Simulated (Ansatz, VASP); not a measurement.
**One calculation of C, two programs**

```
C
1.0
     0.00000    2.06319    3.29778
     1.19116    0.00000    3.29778
     1.19116    2.06319    0.00000
C
2
Cartesian
  1.1912 0.6877 3.2978
  1.1912 3.4386 3.2978
```

Change from the starting cell: strain -0.030 along x and y, -0.015 along z, atoms carried along.

Alike in both runs: task single point; functional LDA; k mesh 14 × 14 × 14; occupations gaussian, width 0.05 eV; no spin polarisation.

```csv
,VASP,Ansatz
version,VASP 6.6.1,Ansatz 0.2.0
potentials or method,"VASP PAW LDA potentials, release 64 (C), cutoff 520 eV","scalar-relativistic, plane waves, PAW"
valence electrons in the cell,8,8
```

|  | VASP | Ansatz | Ansatz less VASP |
| --- | --- | --- | --- |
| gap on the k mesh at the Fermi level (eV) | 0.37 | 0.38 | +0.002 |
| least direct gap on the mesh (eV) | 0.47 | 0.47 | +0.004 |
| pressure (GPa) | 26.4 | 25.6 | -0.83 |
| traceless stress, the component that is largest in VASP (GPa) | -25.98 | -25.01 | +0.968 |
| rms of the force components (eV/Å) | 0.021 | 0.021 | 0.0000 |

LDA's correlation is that of Perdew and Zunger in VASP and of Perdew and Wang (1992) in Ansatz. Atom by atom the forces differ by 0.000 eV/Å (rms over components).
